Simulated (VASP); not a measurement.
Si16N (a cell with a defect): relaxation of the atoms with PBE

The system is Si16N (a cell with a defect).

```xyz
17
Lattice="0.0000 5.4300 5.4300 5.4300 0.0000 5.4300 5.4300 5.4300 0.0000" Properties=species:S:1:pos:R:3 pbc="T T T"
Si    0.0000    0.0000    0.0000
Si    1.3575    1.3575    1.3575
Si    2.7150    2.7150    0.0000
Si    4.0725    4.0725    1.3575
Si    2.7150    0.0000    2.7150
Si    4.0725    1.3575    4.0725
Si    5.4300    2.7150    2.7150
Si    6.7875    4.0725    4.0725
Si    0.0000    2.7150    2.7150
Si    1.3575    4.0725    4.0725
Si    2.7150    5.4300    2.7150
Si    4.0725    6.7875    4.0725
Si    2.7150    2.7150    5.4300
Si    4.0725    4.0725    6.7875
Si    5.4300    5.4300    5.4300
Si    6.7875    6.7875    6.7875
N     5.3761    5.4185    2.6932
```

```json
{
  "Program": "VASP 6.6.1",
  "Task": "relaxation of the atoms",
  "Functional": "PBE",
  "Potentials or basis": "VASP PAW PBE potentials, release 64 (Si, N)",
  "Cutoff": "520 eV",
  "k mesh": "2 × 2 × 2",
  "Occupations": "fermi-dirac, width 0.02 eV",
  "Spin": "collinear spin, ferromagnetic start",
  "Starting moments": "[0.0, 0.0, 0.0, 0.0, 0.0, 0.0, 0.0, 0.0, 0.0, 0.0, 0.0, 0.0, 0.0, 0.0, 0.0, 0.0, 1.0] μB",
  "Dipole correction": "no",
  "Further INCAR settings": "LREAL = Auto; ALGO = Normal; EDIFF = 1e-07; IBRION = 2; EDIFFG = -0.08; NSW = 45"
}
```

| Item | Value |
| --- | --- |
| Energy gained by relaxing | 88.8 meV/atom |
| Ionic steps | 38 |
| Pressure after relaxing | 3.6 GPa |
| Largest force after relaxing | 0.077 eV/Å |
| Net moment | 0.00 μB per cell |
| Valence electrons inside the program's atomic spheres | Si 1.70, 1.65, 1.58, 1.69, 1.77 (each value once); N 3.73 |

Forces on the atoms (eV/Å):
```
Si  -0.016 -0.025 -0.008
Si   0.003  0.056 -0.053
Si  -0.036 -0.014  0.025
Si  -0.019  0.008 -0.024
Si  -0.031  0.011  0.000
Si   0.034 -0.020 -0.018
Si   0.009  0.024 -0.027
Si  -0.001 -0.002  0.016
Si  -0.016  0.004  0.021
Si   0.023 -0.019  0.030
Si   0.014 -0.012  0.019
Si  -0.014  0.001 -0.012
Si   0.007 -0.035  0.053
Si   0.023  0.004  0.009
Si   0.014  0.031 -0.046
Si  -0.037 -0.015  0.015
N    0.041  0.003 -0.001
```

Stress tensor (GPa, compression positive):
```
 3.52  0.15 -0.14
 0.15  3.63  0.11
-0.14  0.11  3.63
```

Step by step:
```
step  energy change (eV)  largest force (eV/Å)  pressure (GPa)
   1              0.0000                1.0005            2.51
   2             -0.1343                0.6363            2.72
   3             -0.2660                0.5006            3.28
   4             -0.3049                1.0591            4.97
   5             -0.4061                0.6858            5.14
   6             -0.4542                0.9728            5.42
   7             -0.4550                0.9146            5.38
   8             -0.4871                0.5069            5.21
   9             -0.5005                0.3821            5.03
  10             -0.5140                0.3500            5.03
  11             -0.5408                0.4259            5.06
  12             -0.5421                0.5766            5.10
  13             -0.5496                0.6607            5.15
  14             -0.5662                0.9498            5.33
  15             -0.5355                1.8192            5.80
  16             -0.5682                1.0628            5.39
  17             -0.5924                1.0740            5.47
  18             -0.6593                1.1262            5.75
  19             -0.7007                1.8205            6.35
  20             -0.7054                1.4503            6.16
  21             -0.7373                1.5007            6.18
  22             -0.8255                1.6861            6.26
  23             -0.8947                1.9875            6.57
  24             -0.9620                1.8159            6.44
  25             -1.1275                1.5978            6.01
  26             -1.2928                1.4235            5.04
  27             -1.2986                1.3418            4.79
  28             -1.3774                0.8716            4.48
  29             -1.4444                0.6082            3.93
  30             -1.4681                0.4137            3.80
  31             -1.4850                0.2480            3.57
  32             -1.4935                0.1718            3.57
  33             -1.4977                0.1445            3.57
  34             -1.5012                0.0957            3.59
  35             -1.5033                0.1515            3.61
  36             -1.5062                0.0958            3.61
  37             -1.5072                0.1298            3.62
  38             -1.5097                0.0771            3.59
```

Final structure:
```
Si N
1.0
     0.00000    5.43000    5.43000
     5.43000    0.00000    5.43000
     5.43000    5.43000    0.00000
Si N
16 1
Direct
  0.96987 0.99540 0.01772
  0.14951 0.13162 0.06883
  0.98910 0.03125 0.48985
  0.14902 0.13016 0.64909
  0.00216 0.50501 0.99012
  0.11572 0.62494 0.12889
  0.00258 0.50417 0.50125
  0.11627 0.65203 0.61497
  0.51650 0.99540 0.01784
  0.61294 0.15906 0.11453
  0.51760 0.99329 0.47114
  0.57182 0.12999 0.64911
  0.48845 0.53260 0.98990
  0.63005 0.62502 0.12890
  0.49180 0.50428 0.50111
  0.62991 0.62308 0.61685
  0.29861 0.10678 0.79588
```

Levels at points of the mesh, in eV from the Fermi level:
Spin up:
```
           k point  band 32  band 33  band 34  band 35  band 36  band 37  band 38  band 39
(0.00, 0.00, 0.00)    -0.10    -0.05     0.44     0.69     0.72     1.11     1.12     1.15
(0.50, 0.00, 0.00)    -0.60    -0.47    -0.41    -0.02     1.60     1.62     1.69     1.93
(0.00, 0.50, 0.00)    -0.76    -0.52    -0.49     0.83     0.84     1.63     1.64     1.70
(0.00, 0.00, 0.50)    -0.61    -0.46    -0.44    -0.01     1.57     1.61     1.68     1.92
(0.50, 0.50, 0.50)    -0.61    -0.47    -0.42    -0.02     1.60     1.62     1.69     1.92
(0.50, 0.50, 0.00)    -1.07    -0.98    -0.58    -0.23     1.35     1.53     1.70     2.63
(0.00, 0.50, 0.50)    -1.09    -0.97    -0.56    -0.22     1.33     1.53     1.70     2.63
(0.50, 0.00, 0.50)    -1.07    -0.97    -0.58    -0.23     1.35     1.53     1.70     2.63
```
Spin down:
| k point | band 32 | band 33 | band 34 | band 35 | band 36 | band 37 | band 38 | band 39 |
| --- | --- | --- | --- | --- | --- | --- | --- | --- |
| (0.00, 0.00, 0.00) | -0.10 | -0.05 | 0.44 | 0.69 | 0.72 | 1.11 | 1.12 | 1.15 |
| (0.50, 0.00, 0.00) | -0.60 | -0.47 | -0.41 | -0.02 | 1.60 | 1.62 | 1.69 | 1.93 |
| (0.00, 0.50, 0.00) | -0.76 | -0.52 | -0.49 | 0.83 | 0.84 | 1.63 | 1.64 | 1.70 |
| (0.00, 0.00, 0.50) | -0.61 | -0.46 | -0.44 | -0.01 | 1.57 | 1.61 | 1.68 | 1.92 |
| (0.50, 0.50, 0.50) | -0.61 | -0.47 | -0.42 | -0.02 | 1.60 | 1.62 | 1.69 | 1.92 |
| (0.50, 0.50, 0.00) | -1.07 | -0.98 | -0.58 | -0.23 | 1.35 | 1.53 | 1.70 | 2.63 |
| (0.00, 0.50, 0.50) | -1.09 | -0.97 | -0.56 | -0.22 | 1.33 | 1.53 | 1.70 | 2.63 |
| (0.50, 0.00, 0.50) | -1.07 | -0.97 | -0.58 | -0.23 | 1.35 | 1.53 | 1.70 | 2.63 |

It took 41 min on 4 MPI ranks on Intel(R) Xeon(R) Platinum 8488C (Sapphire Rapids) (shared host), peak memory 0.47 GiB a rank.

Caveat: the k points lie up to 0.50 Å⁻¹ apart; the relaxation stopped at a loose force limit of 0.08 eV/Å, so its end isn't a converged minimum.
